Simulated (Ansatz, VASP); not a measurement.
**TlCl in VASP and in Ansatz**

The input INCAR:

```
ALGO = Normal
EDIFF = 1E-6
ENCUT = 500
GGA = PE
GGA_COMPAT = F
ISIF = 2
ISMEAR = 0
LASPH = T
LCHARG = F
LREAL = F
LWAVE = F
NBANDS = 17
NELM = 120
PREC = Accurate
SIGMA = 0.01
```

The input KPOINTS:

```
k-points
0
Gamma
  5 5 5
```

The input POSCAR:

```
TlCl
1.0
    3.7936346963      0.0000000000      0.0000000000
    0.0000000000      3.7936346963      0.0000000000
    0.0000000000      0.0000000000      3.7936346963
Tl Cl
1 1
Direct
    0.0000000000      0.0000000000      0.0000000000
    0.5000000000      0.5000000000      0.5000000000
```

Input for Ansatz:

```yaml
crystal:
  lattice:
    - [3.7936346963, 0.0, 0.0]
    - [0.0, 3.7936346963, 0.0]
    - [0.0, 0.0, 3.7936346963]
  atoms:
    - { symbol: Tl, position: [0.0, 0.0, 0.0] }
    - { symbol: Cl, position: [0.5, 0.5, 0.5] }
kpoints:
  mp_grid: { grid: [5, 5, 5] }
hamiltonian:
  xc: pbe
scf:
  occupations: { method: fixed }
  n_extra_bands: 4
output:
  forces: true
  stress: true
  eigenvalues: true
```

Alike in both runs: task single point; functional PBE; k mesh 5 × 5 × 5; no spin polarisation.

|  | VASP | Ansatz |
| --- | --- | --- |
| version | VASP 6.6.1 | Ansatz 0.2.0 |
| potentials or method | VASP PAW PBE potentials, release 64 (Tl_d, Cl) | plane waves |
| plane-wave cutoff (eV) | 500 | 420 |
| occupations | gaussian, width 0.01 eV | fixed |
| valence electrons in the cell | 20 | 20 |

Ansatz gave:

```
gap on the k mesh at the Fermi level (eV) : 2.89
pressure (GPa)                            : 2.2
```

Q: Estimate VASP's values.

A: gap on the k mesh at the Fermi level (eV): 2.90; pressure (GPa): 2.2.

Spin-orbit coupling is off throughout.
